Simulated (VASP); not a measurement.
# In3SbAs2 (P3m1) in VASP: further runs

Runs on In3SbAs2. Level: PBE. Tasks: single point.

Program: VASP 6.6.1. These are calculated values, not measurements. Logs are shortened: lines on timing, memory, paths and dates and some standing lists are left out, and cuts for length are marked.

### Step 1. The cell of the first run

Symmetry: P3m1, No. 156, trigonal system. The conventional cell has a = 4.570 Å, b = 4.570 Å, c = 11.201 Å, α = 90.00°, β = 90.00°, γ = 120.00°. In (site symmetry 3m) has 4 As at 2.74 to 2.78 Å within 3.6 Å. In (site symmetry 3m) has 3 As at 2.78 Å and 1 Sb at 2.93 Å within 3.7 Å. In (site symmetry 3m) has 1 As at 2.72 Å and 3 Sb at 2.85 Å within 3.6 Å. Within 3.8 Å of Sb (site symmetry 3m) lie 4 In at 2.85 to 2.93 Å. As (site symmetry 3m) has 4 In at 2.74 to 2.78 Å within 3.6 Å. Within 3.6 Å of As (site symmetry 3m) lie 4 In at 2.72 to 2.78 Å.

### Step 2. Single point, PBE (33.77 Å³/atom)

Input file INCAR:

```
SYSTEM = In3SbAs2
PREC = Accurate
ENCUT = 520
EDIFF = 1E-6
ISMEAR = 0
SIGMA = 0.1
LREAL = .False.
LASPH = .True.
NELM = 80
ALGO = Normal
ISIF = 2
LWAVE = .False.
LCHARG = .False.
GGA = PE
NBANDS = 36
```

Input file KPOINTS:

```
Automatic mesh
0
Gamma
  12 12 4
  0 0 0
```

Input file POSCAR:

```
In3SbAs2
1.0
    4.5701418864     -0.0000000295      0.0000000000
   -2.2850709177      3.9578589873      0.0000000000
    0.0000000000      0.0000000000     11.2005558878
In Sb As
3 1 2
Direct
    0.0000000000      0.0000000000      0.0002621715
    0.3333333333      0.6666666667      0.6786489895
    0.6666666667      0.3333333333      0.3203851923
    0.3333333333      0.6666666667      0.4172017784
    0.0000000000      0.0000000000      0.7560666640
    0.6666666667      0.3333333333      0.0774342043
```

Potentials or basis: VASP PAW PBE potentials, release 64 (In_d, Sb, As).

The run is started by

```bash
$ cat potpaw_PBE.64/In_d/POTCAR potpaw_PBE.64/Sb/POTCAR potpaw_PBE.64/As/POTCAR > POTCAR
$ mpirun -np 1 vasp_std > vasp.out
```

OUTCAR:

```text
SYSTEM = In3SbAs2
   PREC = Accurate
   ENCUT = 520
   EDIFF = 1E-6
   ISMEAR = 0
   LREAL = .False.
   LASPH = .True.
   NELM = 80
   ISIF = 2
   GGA = PE

 ion  position               nearest neighbor table
   1  0.000  0.000  0.000-   5 2.74   6 2.78   6 2.78   6 2.78
   2  0.333  0.667  0.679-   5 2.78   5 2.78   5 2.78   4 2.93
   3  0.667  0.333  0.320-   6 2.72   4 2.85   4 2.85   4 2.85
   4  0.333  0.667  0.417-   3 2.85   3 2.85   3 2.85   2 2.93
   5  0.000  0.000  0.756-   1 2.74   2 2.78   2 2.78   2 2.78
   6  0.667  0.333  0.077-   3 2.72   1 2.78   1 2.78   1 2.78

  LATTYP: Found a hexagonal cell.
 ALAT       =     4.5701418864
 C/A-ratio  =     2.4508114116

  Lattice vectors:

 A1 = (   4.5701418864,  -0.0000000295,   0.0000000000)
 A2 = (  -2.2850709177,   3.9578589873,   0.0000000000)
 A3 = (   0.0000000000,   0.0000000000,  11.2005558878)

Analysis of symmetry for initial positions (statically):
=====================================================================
 Subroutine PRICEL returns:
 Original cell was already a primitive cell.

 Routine SETGRP: Setting up the symmetry group for a
 hexagonal supercell.

 Subroutine GETGRP returns: Found  6 space group operations
 (whereof  6 operations were pure point group operations)
 out of a pool of 24 trial point group operations.

The static configuration has the point symmetry C_3v.

Analysis of symmetry for dynamics (positions and initial velocities):
=====================================================================
 Subroutine PRICEL returns:
 Original cell was already a primitive cell.

 Routine SETGRP: Setting up the symmetry group for a
 hexagonal supercell.

 Subroutine GETGRP returns: Found  6 space group operations
 (whereof  6 operations were pure point group operations)
 out of a pool of 24 trial point group operations.

The dynamic configuration has the point symmetry C_3v.

 Subroutine INISYM returns: Found  6 space group operations
 (whereof  6 operations are pure point group operations),
 and found     1 'primitive' translations

----------------------------------------------------------------------------------------

                                     Primitive cell

  volume of cell :     202.5954

  direct lattice vectors                    reciprocal lattice vectors
     4.570141886 -0.000000029  0.000000000     0.218811588  0.126330927  0.000000000
    -2.285070918  3.957858987  0.000000000     0.000000002  0.252661858  0.000000000
     0.000000000  0.000000000 11.200555888     0.000000000  0.000000000  0.089281283

  length of vectors
     4.570141886  4.570141886 11.200555888     0.252661858  0.252661858  0.089281283

  position of ions in fractional coordinates (direct lattice)
     0.000000000  0.000000000  0.000262171
     0.333333333  0.666666667  0.678648989
     0.666666667  0.333333333  0.320385192
     0.333333333  0.666666667  0.417201778
     0.000000000  0.000000000  0.756066664
     0.666666667  0.333333333  0.077434204

  ion indices of the primitive-cell ions
   primitive index   ion index
                 1           1
                 2           2
                 3           3
                 4           4
                 5           5
                 6           6

----------------------------------------------------------------------------------------

 KPOINTS: Automatic mesh

Automatic generation of k-mesh.
 Grid dimensions read from file:
 generate k-points for:   12   12    4

 Generating k-lattice:

  Cartesian coordinates                     Fractional coordinates (reciprocal lattice)
     0.018234299  0.010527577  0.000000000     0.083333333  0.000000000  0.000000000
     0.000000000  0.021055155  0.000000000    -0.000000000  0.083333333  0.000000000
     0.000000000  0.000000000  0.022320321     0.000000000  0.000000000  0.250000000

  Length of vectors
     0.021055155  0.021055155  0.022320321

  Shift w.r.t. Gamma in fractional coordinates (k-lattice)
     0.000000000  0.000000000  0.000000000

 Subroutine IBZKPT returns following result:
 ===========================================

 Found     69 irreducible k-points:

 Following reciprocal coordinates:
            Coordinates               Weight
  0.000000  0.000000  0.000000      1.000000
  0.083333 -0.000000  0.000000      6.000000
  0.166667  0.000000  0.000000      6.000000
  0.250000 -0.000000  0.000000      6.000000
  0.333333 -0.000000  0.000000      6.000000
  0.416667 -0.000000  0.000000      6.000000
[... 16 lines left out ...]
  0.166667  0.000000  0.250000      6.000000
  0.000000  0.166667  0.250000      6.000000
 [... further k-points ...]
   k-points           NKPTS =     69   k-points in BZ     NKDIM =     69   number of bands    NBANDS=     36
   number of dos      NEDOS =    301   number of ions     NIONS =      6
   total plane-waves  NPLWV = 108864
   dimension x,y,z NGX =    36 NGY =   36 NGZ =   84
   dimension x,y,z NGXF=    72 NGYF=   72 NGZF=  168
   ions per type =               3   1   2
   NGX,Y,Z   is equivalent  to a cutoff of  13.10, 13.10, 12.47 a.u.
   NGXF,Y,Z  is equivalent  to a cutoff of  26.19, 26.19, 24.94 a.u.
 SYSTEM =  In3SbAs2
   PREC   = accura    normal or accurate (medium, high low for compatibility)
   ISTART =      0    job   : 0-new  1-cont  2-samecut
   ICHARG =      2    charge: 1-file 2-atom 10-const
   ISPIN  =      1    spin polarized calculation?
   LNONCOLLINEAR =      F non collinear calculations
   LSORBIT =      F    spin-orbit coupling
   LASPH  =      T    aspherical Exc in radial PAW
   ENCUT  =  520.0 eV  38.22 Ry    6.18 a.u.   8.50  8.50 20.83*2*pi/ulx,y,z
   NELM   =     80;   NELMIN=  2; NELMDL= -5     # of ELM steps
   EDIFF  = 0.1E-05   stopping-criterion for ELM
   LREAL  =      F    real-space projection
   EDIFFG = 0.1E-04   stopping-criterion for IOM
   NSW    =      0    number of steps for IOM
   IBRION =     -1    ionic relax: 0-MD 1-quasi-New 2-CG
   NFREE  =      0    steps in history (QN), initial steepest desc. (CG)
   ISIF   =      2    stress and relaxation
   ISYM   =      2    0-nonsym 1-usesym 2-fastsym
   POTIM  = 0.5000    time-step for ionic-motion
   TEBEG  =    0.0;   TEEND  =   0.0 temperature during run
   PSTRESS=    0.0 pullay stress
   NELECT =      54.0000    total number of electrons
   NUPDOWN=      -1.0000    fix difference up-down
   EMIN   =  10.00;   EMAX   =-10.00  energy-range for DOS
   EFERMI =   0.00;   METHOD = LEGACY
   ISMEAR =     0;   SIGMA  =   0.10  broadening in eV -4-tet -1-fermi 0-gaus
   EFERMI_NEDOS =   21; number of points for ismear=-14 and -15
   IALGO  =     38    algorithm
   IMIX   =      4    mixing-type and parameters
     AMIX     =   0.40;   BMIX     =  1.00
     AMIX_MAG =   1.60;   BMIX_MAG =  1.00
  volume/ion in A,a.u.               =      33.77       227.86
  Fermi-wavevector in a.u.,A,eV,Ry     =   1.053569  1.990956 15.102564  1.110007
  Thomas-Fermi vector in A             =   2.188695
   LORBIT       =      0    0 simple, 1 ext, 2 COOP (PROOUT), +10 PAW based schemes
   GGA     = PE    functional components
   LHFCALC =     F    Hartree Fock is set to
   AEXX    =    0.0000 exact exchange contribution
   IVDW    =     0    specifies the selected vdW correction
   LEPSILON=     F    determine dielectric tensor
   LRPA    =     F    only Hartree local field effects (RPA)
 non-spin polarized calculation
 Gauss-broadening in eV      SIGMA  =   0.10
  energy-cutoff  :      520.00
  volume of cell :      202.60
 maximum number of plane-waves:      5543
 NGX is ok and might be reduce to    36
   NGX = 17   NGY = 17   NGZ = 41

 number of electron      54.0000004 magnetization

 Free energy of the ion-electron system (eV)
  ---------------------------------------------------
  ext. energy  EPLUGINS =         0.00000000
  ---------------------------------------------------
  free energy    TOTEN  =       -22.18276447 eV

  energy without entropy =      -22.18143979  energy(sigma->0) =      -22.18210213

 E-fermi :   3.7579     XC(G=0):  -8.4059

 val. band max:        3.7365816520   @ k =   0.0000   0.0000   0.0000
 cond. band min:       3.7835579479   @ k =   0.0000   0.0000   0.2500
 fundamental gap:      0.0469762960
 Fermi energy:         3.7579240629

 k-point     1 :       0.0000    0.0000    0.0000
  band No.  band energies     occupation
      1     -10.8597      2.00000
      2     -10.8197      2.00000
      3     -10.8108      2.00000
      4     -10.8108      2.00000
      5     -10.7774      2.00000
      6     -10.7774      2.00000
[... 28 lines left out ...]
     35       7.7649      0.00000
     36       7.8293      0.00000

 k-point     2 :       0.0833   -0.0000    0.0000
  band No.  band energies     occupation
      1     -10.8615      2.00000
      2     -10.8214      2.00000
      3     -10.8103      2.00000
      4     -10.8093      2.00000
      5     -10.7785      2.00000
      6     -10.7757      2.00000
[... 28 lines left out ...]
     35       7.7871      0.00000
     36       7.8004      0.00000

 k-point     3 :       0.1667    0.0000    0.0000
  band No.  band energies     occupation
      1     -10.8670      2.00000
      2     -10.8243      2.00000
      3     -10.8119      2.00000
      4     -10.8056      2.00000
      5     -10.7793      2.00000
      6     -10.7712      2.00000
[... 28 lines left out ...]
     35       7.8443      0.00000
     36       8.0618      0.00000
[... 742 lines left out ...]
 k-point    23 :       0.1667    0.0000    0.2500
  band No.  band energies     occupation
      1     -10.8671      2.00000
      2     -10.8242      2.00000
      3     -10.8119      2.00000
      4     -10.8056      2.00000
      5     -10.7793      2.00000
      6     -10.7713      2.00000
[... 28 lines left out ...]
     35       7.7183      0.00000
     36       8.2900      0.00000

 k-point    24 :       0.0000    0.1667    0.2500
  band No.  band energies     occupation
      1     -10.8672      2.00000
      2     -10.8239      2.00000
      3     -10.8121      2.00000
      4     -10.8055      2.00000
      5     -10.7793      2.00000
      6     -10.7712      2.00000
[... 28 lines left out ...]
     35       7.9173      0.00000
     36       7.9548      0.00000

 [... further k-points ...]

------------------------ aborting loop because EDIFF is reached ----------------------------------------

  FORCE on cell =-STRESS in cart. coord.  units (eV):
  Direction    XX          YY          ZZ          XY          YZ          ZX
  --------------------------------------------------------------------------------------
  -------------------------------------------------------------------------------------
  Total       -2.7653412     -2.7653412     -2.7698039      0.0000000     -0.0000000      0.0000000
  in kB      -21.8690404    -21.8690404    -21.9043331      0.0000000     -0.0000000      0.0000000
  external PRESSURE =     -21.8808047 kB  Pullay stress =       0.0000000 kB

 VOLUME and BASIS-vectors are now :
 -----------------------------------------------------------------------------
  energy-cutoff  :      520.00
  volume of cell :      202.60
      direct lattice vectors                 reciprocal lattice vectors
     4.570141886 -0.000000029  0.000000000     0.218811588  0.126330927  0.000000000
    -2.285070918  3.957858987  0.000000000     0.000000002  0.252661858  0.000000000
     0.000000000  0.000000000 11.200555888     0.000000000  0.000000000  0.089281283

 POSITION                                       TOTAL-FORCE (eV/Angst)
 -----------------------------------------------------------------------------------
      0.00000      0.00000      0.00294         0.000000      0.000000     -0.001645
      0.00000      2.63857      7.60125         0.000000     -0.000000     -0.003984
      2.28507      1.31929      3.58849        -0.000000      0.000000      0.004976
      0.00000      2.63857      4.67289        -0.000000      0.000000     -0.000855
      0.00000      0.00000      8.46837         0.000000      0.000000     -0.000001
      2.28507      1.31929      0.86731        -0.000000      0.000000      0.001510
 -----------------------------------------------------------------------------------
    total drift:                                0.000001     -0.000000      0.000096

  FREE ENERGIE OF THE ION-ELECTRON SYSTEM (eV)
  ---------------------------------------------------
  free  energy   TOTEN  =       -22.1827644685 eV

  energy  without entropy=      -22.1814397905  energy(sigma->0) =      -22.18210213
```

Wall time 4.3 min (1 thread of AMD EPYC 9R45 (Zen 5), shared host); peak memory 0.6 GiB.

Results:

```yaml
Free_energy: -22.1828 eV
Pressure: -2.2 GPa
Largest_force: 0.005 eV/Å
Band_gap_on_the_k_mesh: zero (filled and empty bands touch)
```

Forces on the atoms (eV/Å):
```
In   0.000  0.000 -0.002
In   0.000  0.000 -0.004
In   0.000  0.000  0.005
Sb   0.000  0.000 -0.001
As   0.000  0.000  0.000
As   0.000  0.000  0.002
```

Levels at points of the mesh, in eV from the Fermi level:
```csv
k point,band 25,band 26,band 27,band 28,band 29,band 30
"(0.00, 0.00, 0.00)",-0.84,-0.29,-0.02,-0.02,0.13,1.02
"(0.50, 0.00, 0.00)",-2.05,-1.55,-1.15,1.31,1.39,1.49
"(0.00, 0.00, 0.50)",-0.73,-0.11,-0.11,0.09,0.26,1.20
"(0.50, 0.00, 0.50)",-1.81,-1.07,-0.97,0.29,1.48,1.82
```

Caveat: semilocal functionals underestimate gaps, and a narrow one can read as zero; spin-orbit coupling is left out, which moves the levels of the heavy elements.

### Step 3. Single point, PBE (35.04 Å³/atom)

This run uses another cell than the first one, of 35.04 Å³/atom.

Input file INCAR:

```
PREC = Accurate
ENCUT = 520
EDIFF = 1E-6
ISMEAR = 0
SIGMA = 0.1
LREAL = F
LASPH = T
NELM = 100
ALGO = Normal
ISIF = 2
LWAVE = F
LCHARG = F
GGA = PE
NBANDS = 36
```

Input file KPOINTS:

```
Automatic mesh
0
Gamma
  12 12 4
```

Input file POSCAR:

```
In3SbAs2
1.0
    4.6275635362     -0.0000000298      0.0000000000
   -2.3137817423      4.0075875949      0.0000000000
    0.0000000000      0.0000000000     11.3365519831
In Sb As
3 1 2
Direct
    0.0000000000      0.0000000000      0.0002522959
    0.3333333333      0.6666666667      0.6785354825
    0.6666666667      0.3333333333      0.3205358291
    0.3333333333      0.6666666667      0.4165895091
    0.0000000000      0.0000000000      0.7562548980
    0.6666666667      0.3333333333      0.0778309855
```

Potentials or basis: VASP PAW PBE potentials, release 64 (In_d, Sb, As).

The run is started by

```bash
$ cat potpaw_PBE.64/In_d/POTCAR potpaw_PBE.64/Sb/POTCAR potpaw_PBE.64/As/POTCAR > POTCAR
$ mpirun -np 1 vasp_std > vasp.out
```

OUTCAR:

```text
PREC = Accurate
   ENCUT = 520
   EDIFF = 1E-6
   ISMEAR = 0
   LREAL = F
   LASPH = T
   NELM = 100
   ISIF = 2
   GGA = PE

 ion  position               nearest neighbor table
   1  0.000  0.000  0.000-   5 2.77   6 2.81   6 2.81   6 2.81
   2  0.333  0.667  0.679-   5 2.81   5 2.81   5 2.81   4 2.97
   3  0.667  0.333  0.321-   6 2.75   4 2.89   4 2.89   4 2.89
   4  0.333  0.667  0.417-   3 2.89   3 2.89   3 2.89   2 2.97
   5  0.000  0.000  0.756-   1 2.77   2 2.81   2 2.81   2 2.81
   6  0.667  0.333  0.078-   3 2.75   1 2.81   1 2.81   1 2.81

  LATTYP: Found a hexagonal cell.
 ALAT       =     4.6275635362
 C/A-ratio  =     2.4497885106

  Lattice vectors:

 A1 = (   4.6275635362,  -0.0000000298,   0.0000000000)
 A2 = (  -2.3137817423,   4.0075875949,   0.0000000000)
 A3 = (   0.0000000000,   0.0000000000,  11.3365519831)

Analysis of symmetry for initial positions (statically):
=====================================================================
 Subroutine PRICEL returns:
 Original cell was already a primitive cell.

[... 181 lines left out ...]
 cond. band min:       3.4177997387   @ k =   0.0000   0.0000   0.2500
 fundamental gap:      0.0228669994
 Fermi energy:         3.4090099232

 k-point     1 :       0.0000    0.0000    0.0000
  band No.  band energies     occupation
      1     -11.1288      2.00000
      2     -11.0897      2.00000
      3     -11.0881      2.00000
      4     -11.0881      2.00000
      5     -11.0517      2.00000
      6     -11.0517      2.00000
[... 925 lines left out ...]
     35       7.5375      0.00000
     36       7.5683      0.00000

 [... further k-points ...]

------------------------ aborting loop because EDIFF is reached ----------------------------------------

  FORCE on cell =-STRESS in cart. coord.  units (eV):
  Direction    XX          YY          ZZ          XY          YZ          ZX
  --------------------------------------------------------------------------------------
  -------------------------------------------------------------------------------------
  Total       -4.3004127     -4.3004127     -4.3083082      0.0000000     -0.0000000      0.0000000
  in kB      -32.7721040    -32.7721040    -32.8322729      0.0000000     -0.0000000      0.0000000
  external PRESSURE =     -32.7921603 kB  Pullay stress =       0.0000000 kB

 VOLUME and BASIS-vectors are now :
 -----------------------------------------------------------------------------
  energy-cutoff  :      520.00
  volume of cell :      210.24
      direct lattice vectors                 reciprocal lattice vectors
     4.627563536 -0.000000030  0.000000000     0.216096439  0.124763336  0.000000000
    -2.313781742  4.007587595  0.000000000     0.000000002  0.249526674  0.000000000
     0.000000000  0.000000000 11.336551983     0.000000000  0.000000000  0.088210243

 POSITION                                       TOTAL-FORCE (eV/Angst)
 -----------------------------------------------------------------------------------
      0.00000      0.00000      0.00286        -0.000000     -0.000000     -0.001773
      0.00000      2.67173      7.69225        -0.000000      0.000000     -0.003423
      2.31378      1.33586      3.63377         0.000000     -0.000000      0.003122
      0.00000      2.67173      4.72269         0.000000     -0.000000     -0.000134
      0.00000      0.00000      8.57332        -0.000000      0.000000      0.000213
      2.31378      1.33586      0.88234         0.000000      0.000000      0.001994
 -----------------------------------------------------------------------------------
    total drift:                                0.000000     -0.000000     -0.000310

  FREE ENERGIE OF THE ION-ELECTRON SYSTEM (eV)
  ---------------------------------------------------
  free  energy   TOTEN  =       -22.0526037479 eV

  energy  without entropy=      -22.0509408224  energy(sigma->0) =      -22.05177229
```

Wall time 4.3 min (1 thread of AMD EPYC 9R45 (Zen 5), shared host); peak memory 0.61 GiB.

What came out:

```
Free energy            : -22.0526 eV
Pressure               : -3.3 GPa
Largest force          : 0.003 eV/Å
Band gap on the k mesh : zero (filled and empty bands touch)
```

Forces on the atoms (eV/Å):
```
In   0.000  0.000 -0.002
In   0.000  0.000 -0.003
In   0.000  0.000  0.003
Sb   0.000  0.000  0.000
As   0.000  0.000  0.000
As   0.000  0.000  0.002
```

Caveat: the cell stands under tension; semilocal functionals underestimate gaps, and a narrow one can read as zero; spin-orbit coupling is left out, which moves the levels of the heavy elements.

The gap in the log of VASP goes by the Fermi energy; the results here count the filled bands.